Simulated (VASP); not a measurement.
# BeS: single point with PBE

Crystal: BeS.

```
Be S
1.0
     0.00000    2.45419    2.45419
     2.45419    0.00000    2.45419
     2.45419    2.45419    0.00000
Be S
1 1
Direct
  0.00000 0.00000 0.00000
  0.75000 0.75000 0.75000
```

This cell differs from its parent crystal: volume scaled by 1.020.

```yaml
Program: VASP 6.6.1
Task: single point
Functional: PBE
Potentials_or_basis: VASP PAW PBE potentials, release 64 (Be, S)
Cutoff: 520 eV
k_mesh: 12 × 12 × 12
Occupations: gaussian, width 0.05 eV
Spin: no spin polarisation
Dipole_correction: no
Further_INCAR_settings: ALGO = Normal; EDIFF = 1e-06; NBANDS = 11
```

| Quantity | Value |
| --- | --- |
| Pressure | -1.8 GPa |
| Band gap on the k mesh | 3.19 eV, indirect (least direct gap 5.59 eV) |

Levels at points of the mesh, in eV from the valence-band top:
```csv
k point,band 2,band 3,band 4,band 5,band 6,band 7
"(0.00, 0.00, 0.00)",0.00,0.00,0.00,5.59,5.68,5.68
"(0.50, 0.00, 0.00)",-5.56,-0.99,-0.99,5.35,6.57,6.57
"(0.50, 0.50, 0.00)",-4.84,-2.52,-2.52,3.19,4.94,12.49
```

Run time: 9.7 s on 1 thread of Intel(R) Xeon(R) 6975P-C (Granite Rapids), on a shared host, peak memory 0.16 GiB.

 A k mesh can miss the band edges.
